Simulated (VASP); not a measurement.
# NbN (Fm-3m) in VASP: single point with LDA

Aim: the single point of NbN with LDA.

Everything below comes from runs of VASP 6.6.1. Logs are shortened: lines on timing, memory, paths and dates and some standing lists are left out, and cuts for length are marked.

**1. The cell of the first run**

Symmetry: Fm-3m, No. 225, cubic system. Conventional cell: a = 4.356 Å, b = 4.356 Å, c = 4.356 Å, α = 90.00°, β = 90.00°, γ = 90.00°. Nb (site symmetry m-3m) has 6 N at 2.18 Å within 2.9 Å. N (site symmetry m-3m) has 6 Nb at 2.18 Å within 2.9 Å.

**2. Single point, LDA**

The input, INCAR:

```
PREC = Accurate
ENCUT = 600
EDIFF = 1E-6
ISMEAR = 0
SIGMA = 0.1
LREAL = False
LASPH = True
NELM = 120
ALGO = Normal
ISIF = 2
LWAVE = False
LCHARG = False
GGA = CA
NBANDS = 16
GGA_COMPAT = False
```

The input, KPOINTS:

```
regular mesh
0
Gamma
  16 16 16
```

The input, POSCAR:

```
NbN
1.0
    0.0000000000      2.1778696210      2.1778696210
    2.1778696210      0.0000000000      2.1778696210
    2.1778696210      2.1778696210      0.0000000000
Nb N
1 1
Direct
    0.0000000000      0.0000000000      0.0000000000
    0.5000000000      0.5000000000      0.5000000000
```

Potentials or basis: VASP PAW LDA potentials, release 64 (Nb_sv, N).

Run with:

```console
$ cat potpaw_LDA.64/Nb_sv/POTCAR potpaw_LDA.64/N/POTCAR > POTCAR
$ mpirun -np 1 vasp_std > vasp.out
```

OUTCAR:

```text
PREC = Accurate
   ENCUT = 600
   EDIFF = 1E-6
   ISMEAR = 0
   LREAL = False
   LASPH = True
   NELM = 120
   ISIF = 2
   GGA = CA

 ion  position               nearest neighbor table
   1  0.000  0.000  0.000-   2 2.18   2 2.18   2 2.18   2 2.18   2 2.18   2 2.18
   2  0.500  0.500  0.500-   1 2.18   1 2.18   1 2.18   1 2.18   1 2.18   1 2.18

  LATTYP: Found a face centered cubic cell.
 ALAT       =     4.3557392420

  Lattice vectors:

 A1 = (   0.0000000000,   2.1778696210,   2.1778696210)
 A2 = (   2.1778696210,   0.0000000000,   2.1778696210)
 A3 = (   2.1778696210,   2.1778696210,   0.0000000000)

Analysis of symmetry for initial positions (statically):
=====================================================================
 Subroutine PRICEL returns:
 Original cell was already a primitive cell.

 Routine SETGRP: Setting up the symmetry group for a
 face centered cubic supercell.

 Subroutine GETGRP returns: Found 48 space group operations
 (whereof 48 operations were pure point group operations)
 out of a pool of 48 trial point group operations.

The static configuration has the point symmetry O_h .

Analysis of symmetry for dynamics (positions and initial velocities):
=====================================================================
 Subroutine PRICEL returns:
 Original cell was already a primitive cell.

 Routine SETGRP: Setting up the symmetry group for a
 face centered cubic supercell.

 Subroutine GETGRP returns: Found 48 space group operations
 (whereof 48 operations were pure point group operations)
 out of a pool of 48 trial point group operations.

The dynamic configuration has the point symmetry O_h .

 Subroutine INISYM returns: Found 48 space group operations
 (whereof 48 operations are pure point group operations),
 and found     1 'primitive' translations

----------------------------------------------------------------------------------------

                                     Primitive cell

  volume of cell :      20.6598

  direct lattice vectors                    reciprocal lattice vectors
     0.000000000  2.177869621  2.177869621    -0.229582155  0.229582155  0.229582155
     2.177869621  0.000000000  2.177869621     0.229582155 -0.229582155  0.229582155
     2.177869621  2.177869621  0.000000000     0.229582155  0.229582155 -0.229582155

  length of vectors
     3.079972755  3.079972755  3.079972755     0.397647956  0.397647956  0.397647956

  position of ions in fractional coordinates (direct lattice)
     0.000000000  0.000000000  0.000000000
     0.500000000  0.500000000  0.500000000

  ion indices of the primitive-cell ions
   primitive index   ion index
                 1           1
                 2           2

----------------------------------------------------------------------------------------

 KPOINTS: regular mesh

Automatic generation of k-mesh.
 Grid dimensions read from file:
 generate k-points for:   16   16   16

 Generating k-lattice:

  Cartesian coordinates                     Fractional coordinates (reciprocal lattice)
    -0.014348885  0.014348885  0.014348885     0.062500000  0.000000000  0.000000000
     0.014348885 -0.014348885  0.014348885     0.000000000  0.062500000  0.000000000
     0.014348885  0.014348885 -0.014348885     0.000000000  0.000000000  0.062500000

  Length of vectors
     0.024852997  0.024852997  0.024852997

  Shift w.r.t. Gamma in fractional coordinates (k-lattice)
     0.000000000  0.000000000  0.000000000

 Subroutine IBZKPT returns following result:
 ===========================================

 Found    145 irreducible k-points:

 Following reciprocal coordinates:
            Coordinates               Weight
  0.000000  0.000000  0.000000      1.000000
  0.062500  0.000000  0.000000      8.000000
  0.125000  0.000000  0.000000      8.000000
  0.187500  0.000000  0.000000      8.000000
  0.250000  0.000000  0.000000      8.000000
  0.312500  0.000000  0.000000      8.000000
[... 16 lines left out ...]
 -0.125000  0.062500  0.000000     24.000000
 -0.062500  0.062500  0.000000     12.000000
 [... further k-points ...]
   k-points           NKPTS =    145   k-points in BZ     NKDIM =    145   number of bands    NBANDS=     16
   number of dos      NEDOS =    301   number of ions     NIONS =      2
   total plane-waves  NPLWV =  21952
   dimension x,y,z NGX =    28 NGY =   28 NGZ =   28
   dimension x,y,z NGXF=    56 NGYF=   56 NGZF=   56
   ions per type =               1   1
   NGX,Y,Z   is equivalent  to a cutoff of  15.11, 15.11, 15.11 a.u.
   NGXF,Y,Z  is equivalent  to a cutoff of  30.23, 30.23, 30.23 a.u.
 SYSTEM =  unknown system
   PREC   = accura    normal or accurate (medium, high low for compatibility)
   ISTART =      0    job   : 0-new  1-cont  2-samecut
   ICHARG =      2    charge: 1-file 2-atom 10-const
   ISPIN  =      1    spin polarized calculation?
   LNONCOLLINEAR =      F non collinear calculations
   LSORBIT =      F    spin-orbit coupling
   LASPH  =      T    aspherical Exc in radial PAW
   ENCUT  =  600.0 eV  44.10 Ry    6.64 a.u.   6.15  6.15  6.15*2*pi/ulx,y,z
   NELM   =    120;   NELMIN=  2; NELMDL= -5     # of ELM steps
   EDIFF  = 0.1E-05   stopping-criterion for ELM
   LREAL  =      F    real-space projection
   EDIFFG = 0.1E-04   stopping-criterion for IOM
   NSW    =      0    number of steps for IOM
   IBRION =     -1    ionic relax: 0-MD 1-quasi-New 2-CG
   NFREE  =      0    steps in history (QN), initial steepest desc. (CG)
   ISIF   =      2    stress and relaxation
   ISYM   =      2    0-nonsym 1-usesym 2-fastsym
   POTIM  = 0.5000    time-step for ionic-motion
   TEBEG  =    0.0;   TEEND  =   0.0 temperature during run
   PSTRESS=    0.0 pullay stress
   NELECT =      18.0000    total number of electrons
   NUPDOWN=      -1.0000    fix difference up-down
   EMIN   =  10.00;   EMAX   =-10.00  energy-range for DOS
   EFERMI =   0.00;   METHOD = LEGACY
   ISMEAR =     0;   SIGMA  =   0.10  broadening in eV -4-tet -1-fermi 0-gaus
   EFERMI_NEDOS =   21; number of points for ismear=-14 and -15
   IALGO  =     38    algorithm
   IMIX   =      4    mixing-type and parameters
     AMIX     =   0.40;   BMIX     =  1.00
     AMIX_MAG =   1.60;   BMIX_MAG =  1.00
  volume/ion in A,a.u.               =      10.33        69.71
  Fermi-wavevector in a.u.,A,eV,Ry     =   1.563593  2.954763 33.263848  2.444824
  Thomas-Fermi vector in A             =   2.666342
   LORBIT       =      0    0 simple, 1 ext, 2 COOP (PROOUT), +10 PAW based schemes
   GGA     = CA    functional components
   LHFCALC =     F    Hartree Fock is set to
   AEXX    =    0.0000 exact exchange contribution
   IVDW    =     0    specifies the selected vdW correction
   LEPSILON=     F    determine dielectric tensor
   LRPA    =     F    only Hartree local field effects (RPA)
 non-spin polarized calculation
 Gauss-broadening in eV      SIGMA  =   0.10
  energy-cutoff  :      600.00
  volume of cell :       20.66
 maximum number of plane-waves:       701
 NGX is ok and might be reduce to    28
   NGX = 13   NGY = 13   NGZ = 13

 number of electron      17.9999999 magnetization

 Free energy of the ion-electron system (eV)
  ---------------------------------------------------
  ext. energy  EPLUGINS =         0.00000000
  ---------------------------------------------------
  free energy    TOTEN  =       -22.84367032 eV

  energy without entropy =      -22.83763755  energy(sigma->0) =      -22.84065394

 E-fermi :  14.2178     XC(G=0): -13.7798

 val. band max:       14.2142194612   @ k =  -0.2500   0.3750   0.1250
 cond. band min:      14.2400834026   @ k =  -0.3125   0.0625   0.0000
 fundamental gap:      0.0258639414
 Fermi energy:        14.2177985715

 k-point     1 :       0.0000    0.0000    0.0000
  band No.  band energies     occupation
      1     -41.8492      2.00000
      2     -17.6370      2.00000
      3     -17.6370      2.00000
      4     -17.6370      2.00000
      5      -3.3533      2.00000
      6      10.8121      2.00000
[... 8 lines left out ...]
     15      23.6121      0.00000
     16      37.4539      0.00000

 k-point     2 :       0.0625    0.0000    0.0000
  band No.  band energies     occupation
      1     -41.8433      2.00000
      2     -17.6864      2.00000
      3     -17.6410      2.00000
      4     -17.6410      2.00000
      5      -3.2606      2.00000
      6      10.3229      2.00000
[... 8 lines left out ...]
     15      23.8830      0.00000
     16      36.4869      0.00000

 k-point     3 :       0.1250    0.0000    0.0000
  band No.  band energies     occupation
      1     -41.8265      2.00000
      2     -17.8245      2.00000
      3     -17.6521      2.00000
      4     -17.6521      2.00000
      5      -2.9950      2.00000
      6       9.3729      2.00000
[... 8 lines left out ...]
     15      24.6268      0.00000
     16      34.7623      0.00000

 k-point     4 :       0.1875    0.0000    0.0000
  band No.  band energies     occupation
      1     -41.8012      2.00000
      2     -18.0254      2.00000
      3     -17.6688      2.00000
      4     -17.6688      2.00000
      5      -2.5908      2.00000
      6       8.3179      2.00000
[... 8 lines left out ...]
     15      25.6198      0.00000
     16      33.2264      0.00000
[... 324 lines left out ...]
 k-point    22 :      -0.1875    0.0625    0.0000
  band No.  band energies     occupation
      1     -41.7873      2.00000
      2     -18.1083      2.00000
      3     -17.7210      2.00000
      4     -17.6591      2.00000
      5      -2.3868      2.00000
      6       7.7834      2.00000
[... 8 lines left out ...]
     15      26.0990      0.00000
     16      31.5390      0.00000

 k-point    23 :      -0.1250    0.0625    0.0000
  band No.  band energies     occupation
      1     -41.8142      2.00000
      2     -17.9043      2.00000
      3     -17.6947      2.00000
      4     -17.6450      2.00000
      5      -2.8082      2.00000
      6       8.7477      2.00000
[... 8 lines left out ...]
     15      25.1458      0.00000
     16      33.2897      0.00000

 k-point    24 :      -0.0625    0.0625    0.0000
  band No.  band energies     occupation
      1     -41.8338      2.00000
      2     -17.7544      2.00000
      3     -17.6666      2.00000
      4     -17.6387      2.00000
      5      -3.1126      2.00000
      6       9.6619      2.00000
[... 8 lines left out ...]
     15      24.3119      0.00000
     16      35.1739      0.00000

 [... further k-points ...]

------------------------ aborting loop because EDIFF is reached ----------------------------------------

  FORCE on cell =-STRESS in cart. coord.  units (eV):
  Direction    XX          YY          ZZ          XY          YZ          ZX
  --------------------------------------------------------------------------------------
  -------------------------------------------------------------------------------------
  Total       -0.0021462     -0.0021462     -0.0021462      0.0000000      0.0000000      0.0000000
  in kB       -0.1664400     -0.1664400     -0.1664400      0.0000000      0.0000000      0.0000000
  external PRESSURE =      -0.1664400 kB  Pullay stress =       0.0000000 kB

 VOLUME and BASIS-vectors are now :
 -----------------------------------------------------------------------------
  energy-cutoff  :      600.00
  volume of cell :       20.66
      direct lattice vectors                 reciprocal lattice vectors
     0.000000000  2.177869621  2.177869621    -0.229582155  0.229582155  0.229582155
     2.177869621  0.000000000  2.177869621     0.229582155 -0.229582155  0.229582155
     2.177869621  2.177869621  0.000000000     0.229582155  0.229582155 -0.229582155

 POSITION                                       TOTAL-FORCE (eV/Angst)
 -----------------------------------------------------------------------------------
      0.00000      0.00000      0.00000         0.000000      0.000000      0.000000
      2.17787      2.17787      2.17787        -0.000000      0.000000     -0.000000
 -----------------------------------------------------------------------------------
    total drift:                                0.000000      0.000000      0.000000

  FREE ENERGIE OF THE ION-ELECTRON SYSTEM (eV)
  ---------------------------------------------------
  free  energy   TOTEN  =       -22.8436703249 eV

  energy  without entropy=      -22.8376375489  energy(sigma->0) =      -22.84065394
```

It took 56 s on 1 thread of Intel Xeon Platinum 8375C at 2.90GHz (Ice Lake), shared host; peak memory 0.18 GiB.

What came out:

```yaml
Free_energy: -22.8437 eV
Pressure: 0.0 GPa
Band_gap_on_the_k_mesh: zero (bands 9 and 10 overlap by 3.66 eV)
```

Levels at points of the mesh, in eV from the Fermi level:
```csv
k point,band 7,band 8,band 9,band 10,band 11,band 12
"(0.00, 0.00, 0.00)",-3.41,-3.41,-2.10,-2.10,-2.10,-0.19
"(0.50, 0.00, 0.00)",-7.27,-7.27,1.56,1.56,2.08,4.62
"(0.50, 0.50, 0.00)",-5.25,-4.04,-4.04,1.63,2.94,2.94
```
